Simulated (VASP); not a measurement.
# MoS2 (R3m) in VASP: notebook

The runs below take MoS2 through relaxation of cell and atoms, single point, with PBEsol.

Everything below comes from runs of VASP 6.6.1. Logs are shortened: lines on timing, memory, paths and dates and some standing lists are left out, and cuts for length are marked.

## (1) The cell of the first run

It takes space group R3m (No. 160, trigonal). The conventional cell has a = 3.160 Å, b = 3.160 Å, c = 18.450 Å, α = 90.00°, β = 90.00°, γ = 120.00°. Mo (site symmetry 3m) has 6 S at 2.39 Å and 6 Mo at 3.16 Å within 3.2 Å. S (site symmetry 3m) has 3 Mo at 2.39 Å and 7 S at 3.08 to 3.16 Å within 3.2 Å. Within 3.2 Å of S (site symmetry 3m) lie 3 Mo at 2.39 Å and 7 S at 3.08 to 3.16 Å.

## (2) Relaxation of cell and atoms, PBEsol

Input file INCAR:

```
PREC     = Accurate       # precision mode
ENCUT    = 600            # plane-wave cutoff, eV
EDIFF    = 1E-7           # SCF threshold, eV
ISMEAR   = -1             # smearing method
SIGMA    = 0.08           # smearing width, eV
LREAL    = F              # projectors in reciprocal space
LASPH    = T              # aspherical terms in the spheres
NELM     = 60             # most SCF steps
ALGO     = Normal         # electronic algorithm
ISIF     = 3              # what is computed and relaxed
LWAVE    = F              # write WAVECAR
LCHARG   = F              # write CHGCAR
GGA      = PS             # functional
IBRION   = 2              # ionic algorithm
NSW      = 100            # ionic steps
EDIFFG   = -0.002         # ionic threshold
```

Input file KPOINTS:

```
regular mesh
0
Gamma
  12 12 12
```

Input file POSCAR:

```
MoS2
1.0
    1.5800000000      0.9122134253      6.1500000000
   -1.5800000000      0.9122134253      6.1500000000
    0.0000000000     -1.8244268506      6.1500000000
Mo S
1 2
Direct
    0.0000000000      0.0000000000      0.0000000000
    0.2500000000      0.2500000000      0.2500000000
    0.4170000000      0.4170000000      0.4170000000
```

Potentials or basis: VASP PAW PBE potentials, release 64 (Mo_sv, S).

Run with:

```bash
> cat potpaw_PBE.64/Mo_sv/POTCAR potpaw_PBE.64/S/POTCAR > POTCAR
> mpirun -np 1 vasp_std > vasp.out
```

OUTCAR:

```text
PREC = Accurate
   ENCUT = 600
   EDIFF = 1E-7
   ISMEAR = -1
   LREAL = F
   LASPH = T
   NELM = 60
   ISIF = 3
   GGA = PS
   IBRION = 2
   NSW = 100
   EDIFFG = -0.002

 ion  position               nearest neighbor table
   1  0.000  0.000  0.000-   2 2.39   2 2.39   2 2.39   3 2.39   3 2.39   3 2.39
   2  0.250  0.250  0.250-   1 2.39   1 2.39   1 2.39
   3  0.417  0.417  0.417-   1 2.39   1 2.39   1 2.39

  LATTYP: Found a trigonal (rhomboedric) cell.
 ALAT       =     6.4149071181
 COS(alpha) =     0.8786713335

  Lattice vectors:

 A1 = (   1.5800000000,   0.9122134253,   6.1500000000)
 A2 = (  -1.5800000000,   0.9122134253,   6.1500000000)
 A3 = (   0.0000000000,  -1.8244268506,   6.1500000000)

Analysis of symmetry for initial positions (statically):
=====================================================================
 Subroutine PRICEL returns:
 Original cell was already a primitive cell.

 Routine SETGRP: Setting up the symmetry group for a
 trigonal (rhombohedral) supercell.

 Subroutine GETGRP returns: Found  6 space group operations
 (whereof  6 operations were pure point group operations)
 out of a pool of 12 trial point group operations.

The static configuration has the point symmetry C_3v.

Analysis of symmetry for dynamics (positions and initial velocities):
=====================================================================
 Subroutine PRICEL returns:
 Original cell was already a primitive cell.

 Routine SETGRP: Setting up the symmetry group for a
 trigonal (rhombohedral) supercell.

 Subroutine GETGRP returns: Found  6 space group operations
 (whereof  6 operations were pure point group operations)
 out of a pool of 12 trial point group operations.

The dynamic configuration has the point symmetry C_3v.

 Subroutine INISYM returns: Found  6 space group operations
 (whereof  6 operations are pure point group operations),
 and found     1 'primitive' translations

----------------------------------------------------------------------------------------

                                     Primitive cell

  volume of cell :      53.1839

  direct lattice vectors                    reciprocal lattice vectors
     1.580000000  0.912213425  6.150000000     0.316455696  0.182705781  0.054200542
    -1.580000000  0.912213425  6.150000000    -0.316455696  0.182705781  0.054200542
[... 109 lines left out ...]
  Fermi-wavevector in a.u.,A,eV,Ry     =   1.289652  2.437089 22.629252  1.663203
  Thomas-Fermi vector in A             =   2.421532
   LORBIT       =      0    0 simple, 1 ext, 2 COOP (PROOUT), +10 PAW based schemes
   GGA     = PS    functional components
   LHFCALC =     F    Hartree Fock is set to
   AEXX    =    0.0000 exact exchange contribution
   IVDW    =     0    specifies the selected vdW correction
   LEPSILON=     F    determine dielectric tensor
   LRPA    =     F    only Hartree local field effects (RPA)
 conjugate gradient relaxation of ions
 non-spin polarized calculation
  energy-cutoff  :      600.00
  volume of cell :       53.18
 maximum number of plane-waves:      1800
 NGX is ok and might be reduce to    54
   NGX = 25   NGY = 25   NGZ = 25

--------------------------------------- Ionic step        1  -------------------------------------------

 number of electron      26.0000000 magnetization

 Free energy of the ion-electron system (eV)
  ---------------------------------------------------
  ext. energy  EPLUGINS =         0.00000000
  ---------------------------------------------------
  free energy    TOTEN  =       -23.44511927 eV

  energy without entropy =      -23.44503938  energy(sigma->0) =      -23.44507932

------------------------ aborting loop because EDIFF is reached ----------------------------------------

  FORCE on cell =-STRESS in cart. coord.  units (eV):
  Direction    XX          YY          ZZ          XY          YZ          ZX
  --------------------------------------------------------------------------------------
  -------------------------------------------------------------------------------------
  Total       -0.2176721     -0.2176721      0.7625490      0.0000000      0.0000000      0.0000000
  in kB       -6.5574268     -6.5574268     22.9719788      0.0000000      0.0000000      0.0000000
  external PRESSURE =       3.2857084 kB  Pullay stress =       0.0000000 kB
[... 92 lines left out ...]
  FREE ENERGIE OF THE ION-ELECTRON SYSTEM (eV)
  ---------------------------------------------------
  free  energy   TOTEN  =       -23.4494520402 eV

  energy  without entropy=      -23.4493941990  energy(sigma->0) =      -23.44942312

[... ionic steps 4 to 21 ...]

--------------------------------------- Ionic step       22  -------------------------------------------

 number of electron      26.0000000 magnetization

------------------------ aborting loop because EDIFF is reached ----------------------------------------
[... 69 lines left out ...]
--------------------------------------- Ionic step       24  -------------------------------------------

 number of electron      26.0000000 magnetization

 Free energy of the ion-electron system (eV)
  ---------------------------------------------------
  ext. energy  EPLUGINS =         0.00000000
  ---------------------------------------------------
  free energy    TOTEN  =       -23.45105754 eV

  energy without entropy =      -23.45101781  energy(sigma->0) =      -23.45103768

 E-fermi :   7.7579     XC(G=0): -10.9451

 val. band max:        7.3306473407   @ k =   0.5000   0.5000   0.5000
 cond. band min:       8.3355302070   @ k =  -0.1667   0.1667   0.0000
 fundamental gap:      1.0048828663
 Fermi energy:         7.7579332785

 k-point     1 :       0.0000    0.0000    0.0000
  band No.  band energies     occupation
      1     -53.9861      2.00000
      2     -28.1981      2.00000
      3     -27.9362      2.00000
      4     -27.9362      2.00000
      5      -7.6286      2.00000
      6      -5.9794      2.00000
[... 457 lines left out ...]
      4     -28.1026      2.00000
      5      -5.3918      2.00000
      6      -5.2452      2.00000
[... 9 lines left out ...]
     16      10.1579      0.00000
     17      11.4127      0.00000

 [... further k-points ...]

------------------------ aborting loop because EDIFF is reached ----------------------------------------

  FORCE on cell =-STRESS in cart. coord.  units (eV):
  Direction    XX          YY          ZZ          XY          YZ          ZX
  --------------------------------------------------------------------------------------
  -------------------------------------------------------------------------------------
  Total        0.0005033      0.0005033      0.0038633      0.0000000      0.0000000      0.0000000
  in kB        0.0150454      0.0150454      0.1154801      0.0000000      0.0000000      0.0000000
  external PRESSURE =       0.0485236 kB  Pullay stress =       0.0000000 kB
[... 18 lines left out ...]
  FREE ENERGIE OF THE ION-ELECTRON SYSTEM (eV)
  ---------------------------------------------------
  free  energy   TOTEN  =       -23.4510575443 eV

  energy  without entropy=      -23.4510178124  energy(sigma->0) =      -23.45103768

 reached required accuracy - stopping structural energy minimisation
```

CONTCAR:

```text
MoS2
   1.00000000000000
     1.5716750697684603    0.9074070245901452    6.2639838940974268
    -1.5716750697684603    0.9074070245901452    6.2639838940974268
    -0.0000000000000000   -1.8148140491802904    6.2639838940974268
  Mo              S
     1     2
Direct
     0.0000999860630086    0.0000999860630086    0.0000999860630086
     0.2505431294948218    0.2505431294948218    0.2505431294948218
     0.4163568844421712    0.4163568844421712    0.4163568844421712

  0.00000000E+00  0.00000000E+00  0.00000000E+00
  0.00000000E+00  0.00000000E+00  0.00000000E+00
  0.00000000E+00  0.00000000E+00  0.00000000E+00
```

Wall time 70 min (1 thread of Intel Xeon 6975P-C (Granite Rapids), shared host); peak memory 0.61 GiB.

What came out:

| Item | Value |
| --- | --- |
| Free energy | -23.4511 eV |
| Relaxed volume | 17.87 Å³/atom |
| Relaxed cell | a = 6.522 Å, b = 6.522 Å, c = 6.522 Å, α = 27.89°, β = 27.89°, γ = 27.89° |
| Space group after relaxing (to 0.1 Å) | R3m (No. 160) |
| Energy gained by relaxing | 2.0 meV/atom |
| Ionic steps | 24 |
| Pressure after relaxing | 0.0 GPa |
| Band gap on the k mesh | 1.00 eV (least direct gap 1.80 eV) |

Step by step:
```tsv
step	energy change (eV)	largest force (eV/Å)	pressure (GPa)	volume (Å³)
1	0.0000	0.2594	0.33	53.18
2	-0.0014	0.3267	-1.66	53.46
3	-0.0043	0.0673	-0.78	53.34
4	-0.0047	0.0266	0.72	52.80
5	-0.0054	0.0291	0.04	53.03
6	-0.0055	0.0278	0.04	53.06
7	-0.0055	0.0310	0.04	53.06
8	-0.0055	0.0302	0.03	53.09
9	-0.0056	0.0278	0.01	53.16
10	-0.0058	0.0228	-0.04	53.31
11	-0.0059	0.0127	-0.12	53.60
12	-0.0058	0.0435	0.30	53.55
13	-0.0059	0.0072	0.03	53.58
14	-0.0059	0.0053	0.02	53.59
15	-0.0059	0.0025	0.03	53.59
16	-0.0059	0.0024	0.02	53.59
17	-0.0059	0.0039	0.03	53.59
18	-0.0059	0.0023	0.02	53.59
19	-0.0059	0.0024	0.03	53.59
20	-0.0059	0.0024	0.02	53.59
21	-0.0059	0.0067	-0.03	53.61
22	-0.0059	0.0022	0.00	53.60
23	-0.0059	0.0024	0.00	53.60
24	-0.0059	0.0016	0.00	53.60
```

Final structure:
```
Mo S
1.0
     1.57168    0.90741    6.26398
    -1.57168    0.90741    6.26398
     0.00000   -1.81481    6.26398
Mo S
1 2
Direct
  0.00010 0.00010 0.00010
  0.25054 0.25054 0.25054
  0.41636 0.41636 0.41636
```

Levels at points of the mesh, in eV from the valence-band top:
| k point | band 11 | band 12 | band 13 | band 14 | band 15 | band 16 |
| --- | --- | --- | --- | --- | --- | --- |
| (0.00, 0.00, 0.00) | -2.10 | -1.31 | -1.16 | 2.22 | 2.22 | 2.59 |
| (0.50, 0.00, 0.00) | -2.32 | -1.44 | -1.38 | 1.80 | 2.19 | 3.58 |
| (0.50, 0.50, 0.00) | -2.84 | -1.60 | -1.21 | 1.76 | 2.33 | 3.12 |
| (0.50, 0.50, 0.50) | -2.08 | -2.08 | 0.00 | 2.30 | 2.30 | 2.48 |

Caveat: the PAW data sets were made with another functional, which shifts forces and pressure a little.

## (3) Single point, PBEsol

This run uses another cell than the first one, of 17.91 Å³/atom.

Input file INCAR:

```
SYSTEM = MoS2
PREC     = Accurate       ! precision mode
ENCUT    = 520            ! plane-wave cutoff, eV
EDIFF    = 1E-7           ! SCF threshold, eV
ISMEAR   = -1             ! smearing method
SIGMA    = 0.08           ! smearing width, eV
LREAL    = .False.        ! projectors in reciprocal space
LASPH    = .True.         ! aspherical terms in the spheres
NELM     = 80             ! most SCF steps
ALGO     = Normal         ! electronic algorithm
ISIF     = 2              ! what is computed and relaxed
LWAVE    = .False.        ! write WAVECAR
LCHARG   = .False.        ! write CHGCAR
GGA      = PS             ! functional
NBANDS   = 20             ! bands
```

Input file KPOINTS:

```
Automatic mesh
0
Gamma
  12 12 12
  0 0 0
```

Input file POSCAR:

```
MoS2
1.0
    1.5715604636      0.9073408567      6.2812902008
   -1.5715604636      0.9073408567      6.2812902008
    0.0000000000     -1.8146817134      6.2812902008
Mo S
1 2
Direct
    0.0001015433      0.0001015433      0.0001015433
    0.2507648117      0.2507648117      0.2507648117
    0.4161336450      0.4161336450      0.4161336450
```

Potentials or basis: VASP PAW PBE potentials, release 64 (Mo_sv, S).

Run with:

```bash
> cat potpaw_PBE.64/Mo_sv/POTCAR potpaw_PBE.64/S/POTCAR > POTCAR
> mpirun -np 1 vasp_std > vasp.out
```

It took 13 min on 1 thread of Oxide Virtual Turin-like, shared host; peak memory 0.42 GiB.

It converged, with:

```
Free energy            : -23.4504 eV
Pressure               : 0.0 GPa
Band gap on the k mesh : 1.02 eV (least direct gap 1.80 eV)
```

Levels at points of the mesh, in eV from the valence-band top:
| k point | band 11 | band 12 | band 13 | band 14 | band 15 | band 16 |
| --- | --- | --- | --- | --- | --- | --- |
| (0.00, 0.00, 0.00) | -2.08 | -1.32 | -1.15 | 2.24 | 2.24 | 2.60 |
| (0.50, 0.00, 0.00) | -2.31 | -1.43 | -1.37 | 1.81 | 2.21 | 3.58 |
| (0.50, 0.50, 0.00) | -2.82 | -1.58 | -1.20 | 1.78 | 2.34 | 3.14 |
| (0.50, 0.50, 0.50) | -2.06 | -2.06 | 0.00 | 2.31 | 2.31 | 2.50 |

Caveat: the PAW data sets were made with another functional, which shifts forces and pressure a little. A k mesh can miss the band edges.
